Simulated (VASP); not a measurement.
# TiAl3 (Pm-3m) in VASP: notebook

TiAl3 is run at these levels: PBE; tasks: single point.

All numbers are computed with VASP 6.6.1; they aren't measurements. Logs are shortened: lines on timing, memory, paths and dates and some standing lists are left out, and cuts for length are marked.

## 1. The cell of the first run

The structure is cubic, space group Pm-3m (No. 221). Conventional cell: a = 3.980 Å, b = 3.980 Å, c = 3.980 Å, α = 90.00°, β = 90.00°, γ = 90.00°. Ti (site symmetry m-3m) has 12 Al at 2.81 Å within 3.7 Å. Al (site symmetry 4/mmm) has 4 Ti at 2.81 Å and 8 Al at 2.81 Å within 3.7 Å.

## 2. Single point, PBE

Contents of INCAR:

```
SYSTEM = TiAl3
  PREC = Accurate
  ENCUT = 520
  EDIFF = 1E-7
  ISMEAR = 0
  SIGMA = 0.1
  LREAL = .FALSE.
  LASPH = .TRUE.
  NELM = 100
  ALGO = Fast
  ISIF = 2
  LWAVE = .FALSE.
  LCHARG = .FALSE.
  GGA = PE
  NBANDS = 18
```

Contents of KPOINTS:

```
regular mesh
0
G
  10 10 10
  0 0 0
```

Contents of POSCAR:

```
TiAl3
1.0
    3.9796706404      0.0000000000      0.0000000000
    0.0000000000      3.9796706404      0.0000000000
    0.0000000000      0.0000000000      3.9796706404
Ti Al
1 3
Direct
    0.5000000000      0.5000000000      0.5000000000
    0.0000000000      0.5000000000      0.0000000000
    0.5000000000      0.0000000000      0.0000000000
    0.0000000000      0.0000000000      0.5000000000
```

Potentials or basis: VASP PAW PBE potentials, release 64 (Ti_sv, Al).

Run with:

```sh
> cat potpaw_PBE.64/Ti_sv/POTCAR potpaw_PBE.64/Al/POTCAR > POTCAR
> mpirun -np 1 vasp_std > vasp.out
```

OUTCAR:

```text
SYSTEM = TiAl3
   PREC = Accurate
   ENCUT = 520
   EDIFF = 1E-7
   ISMEAR = 0
   LREAL = .FALSE.
   LASPH = .TRUE.
   NELM = 100
   ISIF = 2
   GGA = PE

 ion  position               nearest neighbor table
   1  0.500  0.500  0.500-   2 2.81   3 2.81   4 2.81   2 2.81   3 2.81   3 2.81   4 2.81   3 2.81
                             2 2.81   4 2.81   2 2.81   4 2.81
   2  0.000  0.500  0.000-   1 2.81   3 2.81   4 2.81   1 2.81   4 2.81   3 2.81   4 2.81   4 2.81
                             1 2.81   3 2.81   1 2.81   3 2.81
   3  0.500  0.000  0.000-   1 2.81   2 2.81   4 2.81   1 2.81   4 2.81   1 2.81   2 2.81   1 2.81
                             2 2.81   4 2.81   4 2.81   2 2.81
   4  0.000  0.000  0.500-   1 2.81   2 2.81   3 2.81   2 2.81   3 2.81   1 2.81   2 2.81   2 2.81
                             1 2.81   3 2.81   3 2.81   1 2.81

  LATTYP: Found a simple cubic cell.
 ALAT       =     3.9796706404

  Lattice vectors:

 A1 = (   3.9796706404,   0.0000000000,   0.0000000000)
 A2 = (   0.0000000000,   3.9796706404,   0.0000000000)
 A3 = (   0.0000000000,   0.0000000000,   3.9796706404)

Analysis of symmetry for initial positions (statically):
=====================================================================
 Subroutine PRICEL returns:
 Original cell was already a primitive cell.

 Routine SETGRP: Setting up the symmetry group for a
 simple cubic supercell.

 Subroutine GETGRP returns: Found 48 space group operations
 (whereof 48 operations were pure point group operations)
 out of a pool of 48 trial point group operations.

The static configuration has the point symmetry O_h .

Analysis of symmetry for dynamics (positions and initial velocities):
=====================================================================
 Subroutine PRICEL returns:
 Original cell was already a primitive cell.

 Routine SETGRP: Setting up the symmetry group for a
 simple cubic supercell.

 Subroutine GETGRP returns: Found 48 space group operations
 (whereof 48 operations were pure point group operations)
 out of a pool of 48 trial point group operations.

The dynamic configuration has the point symmetry O_h .

 Subroutine INISYM returns: Found 48 space group operations
 (whereof 48 operations are pure point group operations),
 and found     1 'primitive' translations

----------------------------------------------------------------------------------------

                                     Primitive cell

  volume of cell :      63.0291

  direct lattice vectors                    reciprocal lattice vectors
     3.979670640  0.000000000  0.000000000     0.251277076  0.000000000  0.000000000
     0.000000000  3.979670640  0.000000000     0.000000000  0.251277076  0.000000000
     0.000000000  0.000000000  3.979670640     0.000000000  0.000000000  0.251277076

  length of vectors
     3.979670640  3.979670640  3.979670640     0.251277076  0.251277076  0.251277076

  position of ions in fractional coordinates (direct lattice)
     0.500000000  0.500000000  0.500000000
     0.000000000  0.500000000  0.000000000
     0.500000000  0.000000000  0.000000000
     0.000000000  0.000000000  0.500000000

  ion indices of the primitive-cell ions
   primitive index   ion index
                 1           1
                 2           2
                 3           3
                 4           4

----------------------------------------------------------------------------------------

 KPOINTS: regular mesh

Automatic generation of k-mesh.
 Grid dimensions read from file:
 generate k-points for:   10   10   10

 Generating k-lattice:

  Cartesian coordinates                     Fractional coordinates (reciprocal lattice)
     0.025127708  0.000000000  0.000000000     0.100000000  0.000000000  0.000000000
     0.000000000  0.025127708  0.000000000     0.000000000  0.100000000  0.000000000
     0.000000000  0.000000000  0.025127708     0.000000000  0.000000000  0.100000000

  Length of vectors
     0.025127708  0.025127708  0.025127708

  Shift w.r.t. Gamma in fractional coordinates (k-lattice)
     0.000000000  0.000000000  0.000000000

 Subroutine IBZKPT returns following result:
 ===========================================

 Found     56 irreducible k-points:

 Following reciprocal coordinates:
            Coordinates               Weight
  0.000000  0.000000  0.000000      1.000000
  0.100000  0.000000  0.000000      6.000000
  0.200000  0.000000  0.000000      6.000000
  0.300000  0.000000  0.000000      6.000000
  0.400000  0.000000  0.000000      6.000000
  0.500000  0.000000  0.000000      3.000000
[... 16 lines left out ...]
  0.200000  0.100000  0.100000     24.000000
  0.300000  0.100000  0.100000     24.000000
 [... further k-points ...]
   k-points           NKPTS =     56   k-points in BZ     NKDIM =     56   number of bands    NBANDS=     18
   number of dos      NEDOS =    301   number of ions     NIONS =      4
   total plane-waves  NPLWV =  27000
   dimension x,y,z NGX =    30 NGY =   30 NGZ =   30
   dimension x,y,z NGXF=    60 NGYF=   60 NGZF=   60
   ions per type =               1   3
   NGX,Y,Z   is equivalent  to a cutoff of  12.53, 12.53, 12.53 a.u.
   NGXF,Y,Z  is equivalent  to a cutoff of  25.06, 25.06, 25.06 a.u.
 SYSTEM =  TiAl3
   PREC   = accura    normal or accurate (medium, high low for compatibility)
   ISTART =      0    job   : 0-new  1-cont  2-samecut
   ICHARG =      2    charge: 1-file 2-atom 10-const
   ISPIN  =      1    spin polarized calculation?
   LNONCOLLINEAR =      F non collinear calculations
   LSORBIT =      F    spin-orbit coupling
   LASPH  =      T    aspherical Exc in radial PAW
   ENCUT  =  520.0 eV  38.22 Ry    6.18 a.u.   7.40  7.40  7.40*2*pi/ulx,y,z
   NELM   =    100;   NELMIN=  2; NELMDL= -5     # of ELM steps
   EDIFF  = 0.1E-06   stopping-criterion for ELM
   LREAL  =      F    real-space projection
   EDIFFG = 0.1E-05   stopping-criterion for IOM
   NSW    =      0    number of steps for IOM
   IBRION =     -1    ionic relax: 0-MD 1-quasi-New 2-CG
   NFREE  =      0    steps in history (QN), initial steepest desc. (CG)
   ISIF   =      2    stress and relaxation
   ISYM   =      2    0-nonsym 1-usesym 2-fastsym
   POTIM  = 0.5000    time-step for ionic-motion
   TEBEG  =    0.0;   TEEND  =   0.0 temperature during run
   PSTRESS=    0.0 pullay stress
   NELECT =      21.0000    total number of electrons
   NUPDOWN=      -1.0000    fix difference up-down
   EMIN   =  10.00;   EMAX   =-10.00  energy-range for DOS
   EFERMI =   0.00;   METHOD = LEGACY
   ISMEAR =     0;   SIGMA  =   0.10  broadening in eV -4-tet -1-fermi 0-gaus
   EFERMI_NEDOS =   21; number of points for ismear=-14 and -15
   IALGO  =     68    algorithm
   IMIX   =      4    mixing-type and parameters
     AMIX     =   0.40;   BMIX     =  1.00
     AMIX_MAG =   1.60;   BMIX_MAG =  1.00
  volume/ion in A,a.u.               =      15.76       106.34
  Fermi-wavevector in a.u.,A,eV,Ry     =   1.134926  2.144699 17.525073  1.288057
  Thomas-Fermi vector in A             =   2.271630
   LORBIT       =      0    0 simple, 1 ext, 2 COOP (PROOUT), +10 PAW based schemes
   GGA     = PE    functional components
   LHFCALC =     F    Hartree Fock is set to
   AEXX    =    0.0000 exact exchange contribution
   IVDW    =     0    specifies the selected vdW correction
   LEPSILON=     F    determine dielectric tensor
   LRPA    =     F    only Hartree local field effects (RPA)
 non-spin polarized calculation
 RMM-DIIS sequential band-by-band and
 Gauss-broadening in eV      SIGMA  =   0.10
  energy-cutoff  :      520.00
  volume of cell :       63.03
 maximum number of plane-waves:      1743
 NGX is ok and might be reduce to    30

 number of electron      20.9999998 magnetization

 Free energy of the ion-electron system (eV)
  ---------------------------------------------------
  ext. energy  EPLUGINS =         0.00000000
  ---------------------------------------------------
  free energy    TOTEN  =       -20.55515949 eV

  energy without entropy =      -20.54421153  energy(sigma->0) =      -20.54968551

 E-fermi :   8.9536     XC(G=0): -10.7572

 val. band max:        8.9401322867   @ k =   0.4000   0.4000   0.1000
 cond. band min:       8.9787077934   @ k =   0.2000   0.1000   0.0000
 fundamental gap:      0.0385755067
 Fermi energy:         8.9536451150

 k-point     1 :       0.0000    0.0000    0.0000
  band No.  band energies     occupation
      1     -48.0680      2.00000
      2     -24.3676      2.00000
      3     -24.3676      2.00000
      4     -24.3676      2.00000
      5      -1.8004      2.00000
      6       5.8673      2.00000
[... 10 lines left out ...]
     17      14.5377      0.00000
     18      14.5377      0.00000

 k-point     2 :       0.1000    0.0000    0.0000
  band No.  band energies     occupation
      1     -48.0679      2.00000
      2     -24.3694      2.00000
      3     -24.3675      2.00000
      4     -24.3675      2.00000
      5      -1.7045      2.00000
      6       5.1167      2.00000
[... 10 lines left out ...]
     17      14.4001      0.00000
     18      14.4074      0.00000

 k-point     3 :       0.2000    0.0000    0.0000
  band No.  band energies     occupation
      1     -48.0677      2.00000
      2     -24.3740      2.00000
      3     -24.3671      2.00000
      4     -24.3671      2.00000
      5      -1.4193      2.00000
      6       3.9234      2.00000
[... 10 lines left out ...]
     17      13.7613      0.00000
     18      13.7618      0.00000

 k-point     4 :       0.3000    0.0000    0.0000
  band No.  band energies     occupation
      1     -48.0675      2.00000
      2     -24.3797      2.00000
      3     -24.3667      2.00000
      4     -24.3667      2.00000
      5      -0.9538      2.00000
      6       2.7295      2.00000
[... 375 lines left out ...]
      4     -24.3690      2.00000
      5      -1.5141      2.00000
      6       5.1089      2.00000
[... 10 lines left out ...]
     17      14.2943      0.00000
     18      14.6344      0.00000

 k-point    23 :       0.2000    0.1000    0.1000
  band No.  band energies     occupation
      1     -48.0676      2.00000
      2     -24.3737      2.00000
      3     -24.3688      2.00000
      4     -24.3687      2.00000
      5      -1.2317      2.00000
      6       4.0632      2.00000
[... 10 lines left out ...]
     17      13.6554      0.00000
     18      13.6688      0.00000

 k-point    24 :       0.3000    0.1000    0.1000
  band No.  band energies     occupation
      1     -48.0673      2.00000
      2     -24.3793      2.00000
      3     -24.3684      2.00000
      4     -24.3682      2.00000
      5      -0.7711      2.00000
      6       2.8912      2.00000
[... 10 lines left out ...]
     17      13.0815      0.00000
     18      14.4122      0.00000

 [... further k-points ...]
[... 5 lines left out ...]
  --------------------------------------------------------------------------------------
  -------------------------------------------------------------------------------------
  Total       -0.0070074     -0.0070074     -0.0070074      0.0000000      0.0000000      0.0000000
  in kB       -0.1781252     -0.1781252     -0.1781252      0.0000000      0.0000000      0.0000000
  external PRESSURE =      -0.1781252 kB  Pullay stress =       0.0000000 kB

 VOLUME and BASIS-vectors are now :
 -----------------------------------------------------------------------------
  energy-cutoff  :      520.00
  volume of cell :       63.03
      direct lattice vectors                 reciprocal lattice vectors
     3.979670640  0.000000000  0.000000000     0.251277076  0.000000000  0.000000000
     0.000000000  3.979670640  0.000000000     0.000000000  0.251277076  0.000000000
     0.000000000  0.000000000  3.979670640     0.000000000  0.000000000  0.251277076

 POSITION                                       TOTAL-FORCE (eV/Angst)
 -----------------------------------------------------------------------------------
      1.98984      1.98984      1.98984         0.000000      0.000000      0.000000
      0.00000      1.98984      0.00000         0.000000      0.000000      0.000000
      1.98984      0.00000      0.00000         0.000000      0.000000      0.000000
      0.00000      0.00000      1.98984         0.000000      0.000000      0.000000
 -----------------------------------------------------------------------------------
    total drift:                                0.000000      0.000000      0.000000

  FREE ENERGIE OF THE ION-ELECTRON SYSTEM (eV)
  ---------------------------------------------------
  free  energy   TOTEN  =       -20.5551594881 eV

  energy  without entropy=      -20.5442115317  energy(sigma->0) =      -20.54968551
```

Run time: 60 s. Hardware: 1 thread of Intel Xeon 6975P-C (Granite Rapids), shared host; peak memory 0.2 GiB.

What came out:

```
Free energy : -20.5552 eV
Pressure    : 0.0 GPa
```

## 3. Single point, PBE

This run uses another cell than the first one: it holds 8 atoms, not 4.

Contents of INCAR:

```
PREC = Accurate
ENCUT = 520
EDIFF = 1E-7
ISMEAR = 0
SIGMA = 0.2
LREAL = F
LASPH = T
NELM = 100
ALGO = Fast
ISIF = 2
LWAVE = F
LCHARG = F
GGA = PE
NBANDS = 31
```

Contents of KPOINTS:

```
regular mesh
0
Gamma
  6 6 4
```

Contents of POSCAR:

```
TiAl3
1.0
    0.0000000000      3.9796706404      0.0000000000
    0.0000000000      0.0000000000      3.9796706404
    7.9593412809      0.0000000000      0.0000000000
Ti Al
2 6
Direct
    0.5000000000      0.5000000000      0.2500000000
    0.5000000000      0.5000000000      0.7500000000
    0.5000000000      0.0000000000      0.5000000000
    0.5000000000      0.0000000000      0.0000000000
    0.0000000000      0.0000000000      0.2500000000
    0.0000000000      0.0000000000      0.7500000000
    0.0000000000      0.5000000000      0.5000000000
    0.0000000000      0.5000000000      1.0000000000
```

Potentials or basis: VASP PAW PBE potentials, release 64 (Ti_sv, Al).

Run with:

```sh
> cat potpaw_PBE.64/Ti_sv/POTCAR potpaw_PBE.64/Al/POTCAR > POTCAR
> mpirun -np 1 vasp_std > vasp.out
```

Wall time 4 min (1 thread of Intel Xeon 6975P-C (Granite Rapids), shared host); peak memory 0.27 GiB.

It converged, with:

```yaml
Free_energy: -41.1619 eV
Pressure: 0.1 GPa
Band_gap_on_the_k_mesh: zero (band 21 reaches 9.54 eV, above the bottom of band 22 at 6.60 eV)
```

Levels at points of the mesh, in eV from the Fermi level:
```tsv
k point	band 17	band 18	band 19	band 20	band 21	band 22	band 23	band 24	band 25	band 26
(0.00, 0.00, 0.00)	-2.12	-2.12	-2.10	0.18	0.18	0.18	0.42	0.75	0.75	0.78
(0.50, 0.00, 0.00)	-2.10	-1.21	-1.21	0.42	0.65	0.76	0.76	0.90	0.97	1.07
(0.50, 0.50, 0.00)	-3.45	-3.45	-3.45	-1.21	-1.21	0.22	0.65	0.90	1.13	1.16
(0.00, 0.00, 0.50)	-2.15	-2.15	-0.86	-0.86	0.29	0.29	0.36	0.36	0.36	0.36
(0.50, 0.00, 0.50)	-1.81	-1.81	-0.75	-0.75	0.36	0.36	0.84	0.84	1.04	1.04
(0.50, 0.50, 0.50)	-2.34	-2.34	-2.28	-2.28	-2.28	-2.28	0.91	0.91	1.19	1.19
```
